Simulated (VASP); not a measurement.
**EuO: single point with PBEsol+U**

Crystal: EuO.

```
Eu O
1.0
     0.00000    2.57546    2.57546
     2.57546    0.00000    2.57546
     2.57546    2.57546    0.00000
Eu O
1 1
Direct
  0.50000 0.50000 0.50000
  0.00000 0.00000 0.00000
```

- Program: VASP 6.6.1
- Task: single point
- Functional: PBEsol
- Potentials or basis: VASP PAW PBE potentials, release 64 (Eu, O)
- Cutoff: 600 eV
- k mesh: 8 × 8 × 8
- Occupations: gaussian, width 0.05 eV
- Spin: collinear spin
- Starting moments: [7.42, -0.1] μB
- Hubbard terms: Eu f U = 6.0 eV
- Dipole correction: no
- Further INCAR settings: ALGO = Normal; EDIFF = 1e-06; NBANDS = 22

| Property | Result |
| --- | --- |
| Pressure | -4.0 GPa |
| Band gap on the k mesh | zero (filled and empty bands overlap) |
| Net moment | 7.00 μB per cell |
| Site moments | Eu +6.73; O -0.10 μB |
| Valence electrons inside the program's atomic spheres | Eu 14.91; O 4.93 |

Levels at points of the mesh, in eV from the Fermi level:
Spin up:
```csv
k point,band 11,band 12,band 13,band 14,band 15,band 16,band 17,band 18,band 19,band 20
"(0.00, 0.00, 0.00)",-0.48,-0.48,0.03,0.03,0.03,0.75,2.87,2.87,2.87,5.12
"(0.50, 0.00, 0.00)",-0.71,-0.50,-0.50,-0.47,-0.47,3.46,5.65,5.65,5.82,8.96
"(0.50, 0.50, 0.00)",-0.59,-0.59,-0.47,-0.14,-0.14,-0.11,4.60,7.04,7.67,7.99
```
Spin down:
```csv
k point,band 6,band 7,band 8,band 9,band 10,band 11
"(0.00, 0.00, 0.00)",-2.61,-2.61,-2.61,1.55,3.84,3.84
"(0.50, 0.00, 0.00)",-4.73,-3.76,-3.76,4.08,6.25,6.68
"(0.50, 0.50, 0.00)",-2.69,-2.57,-2.57,0.76,5.48,7.71
```

Eigenvalues of the final occupation matrices:
```csv
site,spin,trace,eigenvalues
site 1 f,1,6.80,0.96 0.97 0.97 0.97 0.97 0.97 0.97
site 1 f,2,0.02,0.00 0.00 0.00 0.00 0.00 0.00 0.00
```

Run time: 41 s on 1 thread of AMD EPYC 9R45 96-Core Processor (Zen 5), with other jobs on the host, peak memory 0.2 GiB.

Caveat: the cell stands under tension; the PAW data sets were made with another functional, which shifts forces and pressure a little; spin-orbit coupling is left out, which moves the levels of the heavy elements; a cell with one magnetic atom can't hold antiferromagnetic order, which such compounds often take.
